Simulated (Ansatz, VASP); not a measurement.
**Two plane-wave programs on Zr**

File INCAR:

```
SYSTEM = Zr
PREC = Accurate
ENCUT = 600
EDIFF = 1E-6
ISMEAR = -1
SIGMA = 0.1
LREAL = .FALSE.
LASPH = .TRUE.
NELM = 80
ALGO = Normal
ISIF = 3
LWAVE = .FALSE.
LCHARG = .FALSE.
GGA = PS
IBRION = 2
NSW = 80
EDIFFG = -0.01
```

KPOINTS

```
regular mesh
0
G
  5 5 5
  0 0 0
```

POSCAR

```
Zr
1.0
    5.7107831915      0.0000000000      0.0000000000
    0.0000000000      5.7107831915      0.0000000000
    0.0000000000      0.0000000000      5.7107831915
Zr
8
Direct
    0.0000000000      0.0000000000      0.0000000000
    0.5000000000      0.5000000000      0.5000000000
    0.2500000000      0.0000000000      0.5000000000
    0.7500000000      0.0000000000      0.5000000000
    0.5000000000      0.2500000000      0.0000000000
    0.5000000000      0.7500000000      0.0000000000
    0.0000000000      0.5000000000      0.2500000000
    0.0000000000      0.5000000000      0.7500000000
```

Input for Ansatz:

```yaml
crystal:
  lattice:
    - [5.7107831915, 0.0, 0.0]
    - [0.0, 5.7107831915, 0.0]
    - [0.0, 0.0, 5.7107831915]
  atoms:
    - { symbol: Zr, position: [0.0, 0.0, 0.0] }
    - { symbol: Zr, position: [0.5, 0.5, 0.5] }
    - { symbol: Zr, position: [0.25, 0.0, 0.5] }
    - { symbol: Zr, position: [0.75, 0.0, 0.5] }
    - { symbol: Zr, position: [0.5, 0.25, 0.0] }
    - { symbol: Zr, position: [0.5, 0.75, 0.0] }
    - { symbol: Zr, position: [0.0, 0.5, 0.25] }
    - { symbol: Zr, position: [0.0, 0.5, 0.75] }
hamiltonian:
  xc: pbesol
  pseudopotentials:
    kind: paw
    azcp:
      Zr: "pseudopotentials/Zr.paw.azcp"
basis:
  ecutwfc: 420
  fft_grid_basis: typed
kpoints:
  mp_grid: { grid: [5, 5, 5], shift: [0, 0, 0] }
magnetization:
  spin_polarized: false
scf:
  occupations: { method: fermi_dirac, width: 0.1 }
relax:
  max_steps: 60
  f_tol: 0.01
  cell: {}
```

Alike in both runs: task relaxation of cell and atoms; functional PBEsol; k mesh 5 × 5 × 5; occupations fermi-dirac, width 0.1 eV; no spin polarisation.

|  | VASP | Ansatz |
| --- | --- | --- |
| version | VASP 6.6.1 | Ansatz 0.2.0 |
| potentials or method | VASP PAW PBE potentials, release 64 (Zr_sv), cutoff 600 eV | plane waves (420 eV) with PAW, scalar-relativistic |
| valence electrons in the cell | 96 | 96 |

VASP gave:

- relaxed volume (Å³/atom): 22.09
- relaxed cell length with the largest relative difference (Å): 5.611

Problem. Estimate Ansatz's values.

Solution. Relaxed volume (Å³/atom): 22.05; relaxed cell length with the largest relative difference (Å): 5.608.

VASP's potentials were made for PBE, not for PBEsol, and Ansatz warns of the same on its side.
